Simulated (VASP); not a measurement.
# PtSe2 (Sudovikovite) (P-3m1) in VASP: notebook, part 2 of 2

VASP 6.6.1. The steps go on from the part before.

## 3. Relaxation of shape and atoms at fixed volume, r2SCAN (volume scaled by 0.94)

POSCAR reads:

```
PtSe2
1.0
    3.6801233200      0.0000000000      0.0000000000
   -1.8400616600      3.1870802842      0.0000000000
    0.0000000000      0.0000000000      5.5789844909
Pt Se
1 2
Direct
    0.0000000000      0.0000000000      0.0000000000
    0.3333333333      0.6666666667      0.2320375509
    0.6666666667      0.3333333333      0.7679624491
```

INCAR.step1 reads:

```
SYSTEM = PtSe2
  PREC = Accurate
  ENCUT = 600
  ISMEAR = 0
  SIGMA = 0.02
  LREAL = .FALSE.
  LASPH = .TRUE.
  NELM = 100
  GGA = PE
  ALGO = Normal
  EDIFF = 1E-4
  LWAVE = .TRUE.
  LCHARG = .FALSE.
```

INCAR.step2 reads:

```
SYSTEM = PtSe2
  PREC = Accurate
  ENCUT = 600
  EDIFF = 1E-6
  ISMEAR = 0
  SIGMA = 0.02
  LREAL = .FALSE.
  LASPH = .TRUE.
  NELM = 100
  ALGO = Normal
  ISIF = 4
  LWAVE = .FALSE.
  LCHARG = .FALSE.
  METAGGA = R2SCAN
  LMIXTAU = .TRUE.
  IBRION = 2
  NSW = 50
  EDIFFG = -0.01
  ISTART = 1
```

KPOINTS reads:

```
Automatic mesh
0
G
  12 12 6
  0 0 0
```

Potentials or basis: VASP PAW PBE potentials, release 64 (Pt, Se).

On the command line:

```console
cat potpaw_PBE.64/Pt/POTCAR potpaw_PBE.64/Se/POTCAR > POTCAR
cp INCAR.step1 INCAR
mpirun -np 1 vasp_std > vasp.out
cp INCAR.step2 INCAR
mpirun -np 1 vasp_std > vasp.out
```

OUTCAR:

```text
SYSTEM = PtSe2
   PREC = Accurate
   ENCUT = 600
   EDIFF = 1E-6
   ISMEAR = 0
   LREAL = .FALSE.
   LASPH = .TRUE.
   NELM = 100
   ISIF = 4
   METAGGA = R2SCAN
   IBRION = 2
   NSW = 50
   EDIFFG = -0.01
   ISTART = 1

 ion  position               nearest neighbor table
   1  0.000  0.000  0.000-   2 2.49   3 2.49   3 2.49   2 2.49   3 2.49   2 2.49
   2  0.333  0.667  0.232-   1 2.49   1 2.49   1 2.49
   3  0.667  0.333  0.768-   1 2.49   1 2.49   1 2.49

  LATTYP: Found a hexagonal cell.
 ALAT       =     3.6801233200
 C/A-ratio  =     1.5159775925

  Lattice vectors:

 A1 = (   3.6801233200,   0.0000000000,   0.0000000000)
 A2 = (  -1.8400616600,   3.1870802842,   0.0000000000)
 A3 = (   0.0000000000,   0.0000000000,   5.5789844909)

Analysis of symmetry for initial positions (statically):
=====================================================================
 Subroutine PRICEL returns:
 Original cell was already a primitive cell.

 Routine SETGRP: Setting up the symmetry group for a
 hexagonal supercell.

 Subroutine GETGRP returns: Found 12 space group operations
 (whereof 12 operations were pure point group operations)
 out of a pool of 24 trial point group operations.

The static configuration has the point symmetry D_3d.

Analysis of symmetry for dynamics (positions and initial velocities):
=====================================================================
 Subroutine PRICEL returns:
 Original cell was already a primitive cell.

 Routine SETGRP: Setting up the symmetry group for a
 hexagonal supercell.

 Subroutine GETGRP returns: Found 12 space group operations
 (whereof 12 operations were pure point group operations)
 out of a pool of 24 trial point group operations.

The dynamic configuration has the point symmetry D_3d.

[... 131 lines left out ...]
 conjugate gradient relaxation of ions
 non-spin polarized calculation
 Gauss-broadening in eV      SIGMA  =   0.02
  energy-cutoff  :      600.00
  volume of cell :       65.44
 maximum number of plane-waves:      2237
 NGX is ok and might be reduce to    30
   NGX = 15   NGY = 15   NGZ = 23

--------------------------------------- Ionic step        1  -------------------------------------------

 number of electron      21.9999996 magnetization

 Free energy of the ion-electron system (eV)
  ---------------------------------------------------
  ext. energy  EPLUGINS =         0.00000000
  ---------------------------------------------------
  free energy    TOTEN  =       -81.46394255 eV

  energy without entropy =      -81.46394255  energy(sigma->0) =      -81.46394255

------------------------ aborting loop because EDIFF is reached ----------------------------------------

  FORCE on cell =-STRESS in cart. coord.  units (eV):
  Direction    XX          YY          ZZ          XY          YZ          ZX
  --------------------------------------------------------------------------------------
  -------------------------------------------------------------------------------------
  Total        2.0220979      2.0220979      1.4458228      0.0000000      0.0000000      0.0000000
  in kB       49.5110613     49.5110613     35.4009672      0.0000000      0.0000000      0.0000000
  external PRESSURE =      44.8076966 kB  Pullay stress =       0.0000000 kB
[... 172 lines left out ...]
--------------------------------------- Ionic step        6  -------------------------------------------

 number of electron      22.0000001 magnetization

 Free energy of the ion-electron system (eV)
  ---------------------------------------------------
  ext. energy  EPLUGINS =         0.00000000
  ---------------------------------------------------
  free energy    TOTEN  =       -81.48723156 eV

  energy without entropy =      -81.48723156  energy(sigma->0) =      -81.48723156

 E-fermi :   5.4635     XC(G=0): -10.8047

 val. band max:        5.3903514948   @ k =   0.0000   0.0000   0.0000
 cond. band min:       5.5410686620   @ k =   0.0000   0.2500   0.3333
 fundamental gap:      0.1507171673
 Fermi energy:         5.4634784360

 k-point     1 :       0.0000    0.0000    0.0000
  band No.  band energies     occupation
      1     -10.4704      2.00000
      2      -8.0600      2.00000
      3      -1.6366      2.00000
      4      -1.0218      2.00000
      5      -1.0218      2.00000
      6       1.3231      2.00000
      7       1.3231      2.00000
      8       2.7241      2.00000
      9       4.3564      2.00000
     10       4.3564      2.00000
     11       5.3904      2.00000
     12       7.1883      0.00000
     13       7.1883      0.00000
     14       9.9287      0.00000
[... 401 lines left out ...]
      2      -8.2588      2.00000
      3      -1.3192      2.00000
      4      -0.8522      2.00000
      5      -0.6620      2.00000
      6       0.7853      2.00000
      7       1.1532      2.00000
      8       2.1913      2.00000
      9       3.6295      2.00000
     10       4.2852      2.00000
     11       5.2405      2.00000
     12       6.3091      0.00000
     13       6.8499      0.00000
     14      10.7216      0.00000
     15      11.3966      0.00000

 [... further k-points ...]
[... 5 lines left out ...]
  --------------------------------------------------------------------------------------
  -------------------------------------------------------------------------------------
  Total        0.3892292      0.3892292      0.3864621     -0.0000000      0.0000000      0.0000000
  in kB        9.5302750      9.5302750      9.4625223     -0.0000000      0.0000000      0.0000000
  external PRESSURE =       9.5076908 kB  Pullay stress =       0.0000000 kB
[... 18 lines left out ...]
  FREE ENERGIE OF THE ION-ELECTRON SYSTEM (eV)
  ---------------------------------------------------
  free  energy   TOTEN  =       -81.4872315577 eV

  energy  without entropy=      -81.4872315577  energy(sigma->0) =      -81.48723156

 reached required accuracy - stopping structural energy minimisation
```

OUTCAR.step1:

```text
SYSTEM = PtSe2
   PREC = Accurate
   ENCUT = 600
   ISMEAR = 0
   LREAL = .FALSE.
   LASPH = .TRUE.
[... 658 lines left out ...]
      0.00000      0.00000      0.00000        -0.000000      0.000000      0.000000
     -0.00000      2.12472      1.29453        -0.000000      0.000000      0.575249
      1.84006      1.06236      4.28445         0.000000     -0.000000     -0.575249
 -----------------------------------------------------------------------------------
    total drift:                                0.000000     -0.000000     -0.000000

  FREE ENERGIE OF THE ION-ELECTRON SYSTEM (eV)
  ---------------------------------------------------
  free  energy   TOTEN  =       -14.2105086067 eV

  energy  without entropy=      -14.2105086067  energy(sigma->0) =      -14.21050861
```

It took 33 min on 1 thread of Intel Xeon Platinum 8375C at 2.90GHz (Ice Lake), shared host; peak memory 0.32 GiB.

What came out:

* Free energy: -81.4872 eV
* Energy gained by relaxing: 7.8 meV/atom
* Ionic steps: 6
* Pressure after relaxing: 1.0 GPa
* Largest force after relaxing: 0.003 eV/Å
* Band gap on the k mesh: 0.15 eV, indirect (least direct gap 0.74 eV)

Forces in eV/Å, atoms in the order of the input:
```
Pt   0.000  0.000  0.000
Se   0.000  0.000  0.003
Se   0.000  0.000 -0.003
```

Step by step:
| step | energy change (eV) | largest force (eV/Å) | pressure (GPa) | volume (Å³) |
| --- | --- | --- | --- | --- |
| 1 | 0.0000 | 0.4308 | 4.48 | 65.44 |
| 2 | -0.0158 | 0.1761 | 2.84 | 65.44 |
| 3 | -0.0208 | 0.0881 | 1.14 | 65.44 |
| 4 | -0.0208 | 0.0632 | 1.29 | 65.44 |
| 5 | -0.0228 | 0.0256 | 1.10 | 65.44 |
| 6 | -0.0233 | 0.0032 | 0.95 | 65.44 |

Final structure:
```yaml
crystal:
  lattice:
    - [3.72365, 0.00000, 0.00000]
    - [-1.86183, 3.22478, 0.00000]
    - [0.00000, 0.00000, 5.44931]
  atoms:
    - { symbol: Pt, position: [0.00000, 0.00000, 0.00000] }
    - { symbol: Se, position: [0.33333, 0.66667, 0.23918] }
    - { symbol: Se, position: [0.66667, 0.33333, 0.76082] }
```

Levels at points of the mesh, in eV from the valence-band top:
```
           k point  band 7  band 8  band 9  band 10  band 11  band 12  band 13  band 14  band 15
(0.00, 0.00, 0.00)   -4.07   -2.67   -1.03    -1.03     0.00     1.80     1.80     4.54     4.58
(0.50, 0.00, 0.00)   -3.55   -3.45   -3.42    -3.24    -3.00     0.98     2.23     4.84     6.16
(0.00, 0.00, 0.50)   -4.08   -2.78   -1.84    -1.28    -1.28     2.29     2.29     5.24     6.49
(0.50, 0.00, 0.50)   -3.57   -3.55   -3.23    -2.83    -1.67     1.37     1.70     4.45     5.29
```

Caveat: the cell differs from its parent crystal (volume scaled by 0.94); the PAW data sets were made with another functional, which shifts forces and pressure a little; spin-orbit coupling is left out, which moves the levels of the heavy elements. A k mesh can miss the band edges.

## 4. Single point, r2SCAN

This run uses another cell than the first one, of 23.25 Å³/atom, 1.002 times its volume.

POSCAR reads:

```
PtSe2
1.0
    3.7171487196      0.0000000000      0.0000000000
   -1.8585743598      3.2191452208      0.0000000000
    0.0000000000      0.0000000000      5.8298266896
Pt Se
1 2
Direct
    0.0000000000      0.0000000000      0.0000000000
    0.3333333333      0.6666666667      0.2249385575
    0.6666666667      0.3333333333      0.7750614425
```

INCAR.step1 reads:

```
SYSTEM = PtSe2
  PREC = Accurate
  ENCUT = 520
  ISMEAR = 0
  SIGMA = 0.01
  LREAL = .FALSE.
  LASPH = .TRUE.
  NELM = 60
  NBANDS = 18
  GGA = PE
  ALGO = Normal
  EDIFF = 1E-4
  LWAVE = .TRUE.
  LCHARG = .FALSE.
```

INCAR.step2 reads:

```
SYSTEM = PtSe2
  PREC = Accurate
  ENCUT = 520
  EDIFF = 1E-6
  ISMEAR = 0
  SIGMA = 0.01
  LREAL = .FALSE.
  LASPH = .TRUE.
  NELM = 60
  ALGO = Normal
  ISIF = 2
  LWAVE = .FALSE.
  LCHARG = .FALSE.
  METAGGA = R2SCAN
  LMIXTAU = .TRUE.
  NBANDS = 18
  ISTART = 1
```

KPOINTS is that of step 3.

Potentials or basis: VASP PAW PBE potentials, release 64 (Pt, Se).

On the command line:

```console
cat potpaw_PBE.64/Pt/POTCAR potpaw_PBE.64/Se/POTCAR > POTCAR
cp INCAR.step1 INCAR
mpirun -np 1 vasp_std > vasp.out
cp INCAR.step2 INCAR
mpirun -np 1 vasp_std > vasp.out
```

OUTCAR:

```text
SYSTEM = PtSe2
   PREC = Accurate
   ENCUT = 520
   EDIFF = 1E-6
   ISMEAR = 0
   LREAL = .FALSE.
   LASPH = .TRUE.
   NELM = 60
   ISIF = 2
   METAGGA = R2SCAN
   ISTART = 1

 ion  position               nearest neighbor table
   1  0.000  0.000  0.000-   2 2.52   3 2.52   2 2.52   3 2.52   3 2.52   2 2.52
   2  0.333  0.667  0.225-   1 2.52   1 2.52   1 2.52
   3  0.667  0.333  0.775-   1 2.52   1 2.52   1 2.52

  LATTYP: Found a hexagonal cell.
 ALAT       =     3.7171487196
 C/A-ratio  =     1.5683598181

  Lattice vectors:
[... 677 lines left out ...]
      5      -1.3489      2.00000
      6       0.1690      2.00000
[... 10 lines left out ...]
     17      13.7007      0.00000
     18      13.8486      0.00000

 [... further k-points ...]
[... 5 lines left out ...]
  --------------------------------------------------------------------------------------
  -------------------------------------------------------------------------------------
  Total        0.0365604      0.0365604      0.0127292     -0.0000000      0.0000000      0.0000000
  in kB        0.8396832      0.8396832      0.2923526     -0.0000000      0.0000000      0.0000000
  external PRESSURE =       0.6572396 kB  Pullay stress =       0.0000000 kB

 VOLUME and BASIS-vectors are now :
 -----------------------------------------------------------------------------
  energy-cutoff  :      520.00
  volume of cell :       69.76
      direct lattice vectors                 reciprocal lattice vectors
     3.717148720  0.000000000  0.000000000     0.269023404  0.155320734  0.000000000
    -1.858574360  3.219145221  0.000000000     0.000000000  0.310641469  0.000000000
     0.000000000  0.000000000  5.829826690     0.000000000  0.000000000  0.171531686

 POSITION                                       TOTAL-FORCE (eV/Angst)
 -----------------------------------------------------------------------------------
      0.00000      0.00000      0.00000        -0.000000      0.000000      0.000000
     -0.00000      2.14610      1.31135        -0.000000      0.000000      0.010029
      1.85857      1.07305      4.51847         0.000000      0.000000     -0.010029
 -----------------------------------------------------------------------------------
    total drift:                               -0.000000     -0.000000      0.000000

  FREE ENERGIE OF THE ION-ELECTRON SYSTEM (eV)
  ---------------------------------------------------
  free  energy   TOTEN  =       -81.4981065813 eV

  energy  without entropy=      -81.4981065813  energy(sigma->0) =      -81.49810658
```

Run time: 5.1 min. Hardware: 1 thread of Intel Xeon Platinum 8375C at 2.90GHz (Ice Lake), shared host; peak memory 0.29 GiB.

Results:

```
Free energy            : -81.4981 eV
Pressure               : 0.1 GPa
Largest force          : 0.010 eV/Å
Band gap on the k mesh : 0.58 eV, indirect (least direct gap 0.95 eV)
```

Forces in eV/Å, atoms in the order of the input:
```
Pt   0.000  0.000  0.000
Se   0.000  0.000  0.010
Se   0.000  0.000 -0.010
```

Levels at points of the mesh, in eV from the valence-band top:
```csv
k point,band 7,band 8,band 9,band 10,band 11,band 12,band 13,band 14,band 15,band 16
"(0.00, 0.00, 0.00)",-3.63,-2.20,-0.61,-0.61,-0.04,2.39,2.39,4.81,5.23,8.35
"(0.50, 0.00, 0.00)",-3.10,-3.01,-2.69,-2.63,-2.59,1.59,2.50,5.00,6.41,8.04
"(0.00, 0.00, 0.50)",-3.64,-2.15,-1.55,-0.73,-0.73,2.64,2.64,5.59,6.64,8.13
"(0.50, 0.00, 0.50)",-3.10,-3.10,-2.76,-2.43,-1.52,2.01,2.12,4.59,5.74,7.53
```

Caveat: the PAW data sets were made with another functional, which shifts forces and pressure a little; spin-orbit coupling is left out, which moves the levels of the heavy elements.

## 5. The runs side by side

| task | cell | cutoff (eV) | smearing | gap on the mesh (eV) | pressure (GPa) | largest force (eV/Å) |
| --- | --- | --- | --- | --- | --- | --- |
| single point | a = 3.718, b = 3.718, c = 5.816 Å, angles 90.0, 90.0, 120.0°, 3 atoms | 520 | gaussian 0.02 eV | 0.57 | 0.1 | 0.01 |
| relaxation of shape and atoms at fixed volume | relaxed from a = 3.680, b = 3.680, c = 5.579 Å, angles 90.0, 90.0, 120.0°, 3 atoms | 600 | gaussian 0.02 eV | 0.15 | 1.0 | - |
| single point | a = 3.717, b = 3.717, c = 5.830 Å, angles 90.0, 90.0, 120.0°, 3 atoms | 520 | gaussian 0.01 eV | 0.58 | 0.1 | 0.01 |

Alike in all rows: level r2SCAN; potentials or basis VASP PAW PBE potentials, release 64 (Pt, Se); no spin polarisation; k mesh 12 × 12 × 6.

Caveats: the PAW data sets were made with another functional, which shifts forces and pressure a little; spin-orbit coupling is left out, which moves the levels of the heavy elements.

Total energies depend on the potentials used, so only differences within one code and one set of settings carry meaning.
